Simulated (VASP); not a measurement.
Write the native input for VASP 6.6.1 that does the following.

* Task: single point
* Functional: PBE
* Potentials or basis: VASP PAW PBE potentials, release 64 (Sc_sv, Si, F)
* Cutoff: 520 eV
* k mesh: 3 × 3 × 4
* Occupations: gaussian, width 0.1 eV
* Spin: no spin polarisation
* Dipole correction: no
* Further INCAR settings: ALGO = Normal; EDIFF = 1e-06; NBANDS = 55

The structure of Sc3SiF lies in POSCAR:

```
Sc3SiF
1.0
    6.2793305441      0.0000000031      0.0000000000
   -3.1396652747      5.4380597684      0.0000000000
    0.0000000000      0.0000000000      4.8618933067
Sc Si F
6 2 2
Direct
    0.8192458318      0.6384916636      0.2500000000
    0.8192458318      0.1807541682      0.2500000000
    0.6384916636      0.8192458318      0.7500000000
    0.1807541682      0.3615083364      0.7500000000
    0.3615083364      0.1807541682      0.2500000000
    0.1807541682      0.8192458318      0.7500000000
    0.3333333333      0.6666666667      0.2500000000
    0.6666666667      0.3333333333      0.7500000000
    0.0000000000      0.0000000000      0.5000000000
    0.0000000000      0.0000000000      0.0000000000
```

One way to write it, as run:

INCAR

```
PREC = Accurate ; ENCUT = 520
EDIFF = 1E-6 ; ISMEAR = 0
SIGMA = 0.1 ; LREAL = F
LASPH = T ; NELM = 80
ALGO = Normal ; ISIF = 2
LWAVE = F ; LCHARG = F
GGA = PE ; NBANDS = 55
```

KPOINTS

```
Automatic mesh
0
Gamma
  3 3 4
```

Potentials or basis: VASP PAW PBE potentials, release 64 (Sc_sv, Si, F).

Run with:

```sh
$ cat potpaw_PBE.64/Sc_sv/POTCAR potpaw_PBE.64/Si/POTCAR potpaw_PBE.64/F/POTCAR > POTCAR
$ mpirun -np 1 vasp_std > vasp.out
```

It gave:

- Pressure: 0.3 GPa
- Largest force: 0.023 eV/Å
- Band gap on the k mesh: zero (band 44 reaches 6.86 eV, above the bottom of band 45 at 5.68 eV)

Caveat: the k points lie up to 0.39 Å⁻¹ apart.

Run time: 54 s on 1 thread of Intel(R) Xeon(R) 6975P-C (Granite Rapids), on a shared host, peak memory 0.3 GiB.
